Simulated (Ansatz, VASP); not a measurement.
Two plane-wave programs on ZnO

```xyz
4
Lattice="3.2493 0.0000 0.0000 -1.6247 2.8140 0.0000 0.0000 0.0000 5.2057" Properties=species:S:1:pos:R:3 pbc="T T T"
Zn    1.6247    0.9380    0.0000
Zn    0.0000    1.8760    2.6029
O     0.0000    1.8760    4.5759
O     1.6247    0.9380    1.9730
```

Alike in both runs: functional r2SCAN50; k mesh 5 × 5 × 3; occupations fermi-dirac, width 0.05 eV; no spin polarisation.

|  | VASP | Ansatz |
| --- | --- | --- |
| version | VASP 6.6.1 | Ansatz 0.2.0 |
| potentials or method | VASP PAW PBE potentials, release 64 (Zn, O) | Ansatz PAW |
| plane-wave cutoff (eV) | 520 | 500 |
| valence electrons in the cell | 36 | 36 |
| task | single point | band structure |

```csv
,VASP,Ansatz,Ansatz less VASP
gap on the k mesh at the Fermi level (eV),5.92,5.93,+0.014
least direct gap on the mesh (eV),5.92,5.93,+0.014
pressure (GPa),-3.9,-5.0,-1.07
"traceless stress, the component that is largest in VASP (GPa)",0.73,0.66,-0.079
rms of the force components (eV/Å),0.053,0.051,-0.0029
```

VASP's potentials were made for PBE, not for r2SCAN50. Atom by atom the forces differ by 0.003 eV/Å (rms over components). With one functional, cell and mesh, what is left measures potentials, basis and numerics.

The k mesh is coarse, so the values compare programs but aren't converged.
